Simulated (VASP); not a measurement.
Wanted: the native input for a VASP 6.6.1 run.

```
Task                   : single point
Functional             : r2SCAN
Potentials or basis    : VASP PAW PBE potentials, release 64 (P, In_d, Bi_d)
Cutoff                 : 550 eV
k mesh                 : 4 × 4 × 4
Occupations            : fermi-dirac, width 0.02 eV
Spin                   : no spin polarisation
Dipole correction      : no
Further INCAR settings : ALGO = Normal; EDIFF = 1e-06; NBANDS = 61
```

The system is In4Bi3P.

```xyz
8
Lattice="-3.3023 3.3023 6.5838 3.3023 -3.3023 6.5838 3.3023 3.3023 -6.5838" Properties=species:S:1:pos:R:3 pbc="T T T"
P     0.0000    0.0000    0.0000
In    1.7989    1.7989    5.0446
In   -1.7989    1.7989    8.1231
In    1.5033    1.5033   -1.5393
In    1.7989   -1.7989    8.1231
Bi    3.3023    0.0000    3.2919
Bi    0.0000    0.0000    6.5838
Bi    0.0000    3.3023    3.2919
```

The input as run:

POSCAR

```
In4Bi3P
1.0
   -3.3022777196      3.3022777196      6.5838254750
    3.3022777196     -3.3022777196      6.5838254750
    3.3022777196      3.3022777196     -6.5838254750
P In Bi
1 4 3
Direct
    0.0000000000      0.0000000000      0.0000000000
    0.6554821475      0.6554821475      0.5447588137
    0.8892766662      0.3445178525      0.0000000000
    0.1107233338      0.1107233338      0.4552411863
    0.3445178525      0.8892766662      0.0000000000
    0.2500000000      0.7500000000      0.5000000000
    0.5000000000      0.5000000000      0.0000000000
    0.7500000000      0.2500000000      0.5000000000
```

INCAR.step1

```
PREC = Accurate ; ENCUT = 550
ISMEAR = -1 ; SIGMA = 0.02
LREAL = False ; LASPH = True
NELM = 120 ; NBANDS = 61
GGA = PE ; ALGO = Normal
EDIFF = 1E-5 ; LWAVE = True
LCHARG = False ; GGA_COMPAT = False
```

INCAR.step2

```
PREC = Accurate ; ENCUT = 550
EDIFF = 1E-6 ; ISMEAR = -1
SIGMA = 0.02 ; LREAL = False
LASPH = True ; NELM = 120
ALGO = Normal ; ISIF = 2
LWAVE = False ; LCHARG = False
METAGGA = R2SCAN ; LMIXTAU = True
NBANDS = 61 ; ISTART = 1
GGA_COMPAT = False
```

KPOINTS

```
regular mesh
0
Gamma
  4 4 4
```

Potentials or basis: VASP PAW PBE potentials, release 64 (P, In_d, Bi_d).

Launch:

```bash
$ cat potpaw_PBE.64/P/POTCAR potpaw_PBE.64/In_d/POTCAR potpaw_PBE.64/Bi_d/POTCAR > POTCAR
$ cp INCAR.step1 INCAR
$ mpirun -np 1 vasp_std > vasp.out
$ cp INCAR.step2 INCAR
$ mpirun -np 1 vasp_std > vasp.out
```

It gave:

```yaml
Pressure: -1.2 GPa
Largest_force: 0.008 eV/Å
Band_gap_on_the_k_mesh: 0.02 eV
```

Caveat: the smearing spreads over this small gap; the PAW data sets were made with another functional, which shifts forces and pressure a little; spin-orbit coupling is left out, which moves the levels of the heavy elements.

Wall time 14 min on 1 thread of Intel(R) Xeon(R) 6975P-C (Granite Rapids), on a shared host, peak memory 0.74 GiB.
